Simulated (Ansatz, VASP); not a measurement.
# Two plane-wave programs on CoW

File INCAR:

```
PREC = Accurate ; ENCUT = 520
EDIFF = 1E-6 ; ISMEAR = 0
SIGMA = 0.1 ; LREAL = F
LASPH = T ; NELM = 100
ALGO = Fast ; ISIF = 2
LWAVE = F ; LCHARG = F
GGA = PE ; NBANDS = 18
```

File KPOINTS:

```
regular mesh
0
Gamma
  18 18 18
```

Contents of POSCAR:

```
CoW
1.0
   -1.8422072998     -1.8422072998     -3.7561729288
   -1.8422072998     -3.7561729288     -1.8422072998
   -3.7561729288     -1.8422072998     -1.8422072998
Co W
1 1
Direct
    0.0000000000      0.0000000000      0.0000000000
    0.5000000000      0.5000000000      0.5000000000
```

Input for Ansatz:

```yaml
crystal:
  lattice:
    - [1.8422072998, 1.8422072998, 3.7561729288]
    - [1.8422072998, 3.7561729288, 1.8422072998]
    - [3.7561729288, 1.8422072998, 1.8422072998]
  atoms:
    - { symbol: Co, position: [0.0, 0.0, 0.0] }
    - { symbol: W, position: [0.5, 0.5, 0.5] }
basis:
  ecutwfc: 420
kpoints:
  mp_grid: { grid: [18, 18, 18] }
hamiltonian:
  xc: pbe
scf:
  occupations: { method: gaussian, width: 0.1 }
  lower_state_search: "off"
output:
  forces: true
  stress: true
  eigenvalues: true
```

Alike in both runs: task single point; functional PBE; k mesh 18 × 18 × 18; occupations gaussian, width 0.1 eV; no spin polarisation.

```csv
,VASP,Ansatz
version,VASP 6.6.1,Ansatz 0.2.0
potentials or method,"VASP PAW PBE potentials, release 64 (Co, W_sv), cutoff 520 eV","scalar-relativistic, plane waves, PAW"
valence electrons in the cell,23,31
```

```csv
,VASP,Ansatz,Ansatz less VASP
gap on the k mesh at the Fermi level (eV),none,none,-
pressure (GPa),-0.9,-1.2,-0.26
```

A gap of «none» marks a metal or a gap that the smearing closes. VASP's potentials hold 23 valence electrons a cell and Ansatz's 31, so a difference there can come from the potentials and not from the codes.

Neither program's run includes spin-orbit coupling.
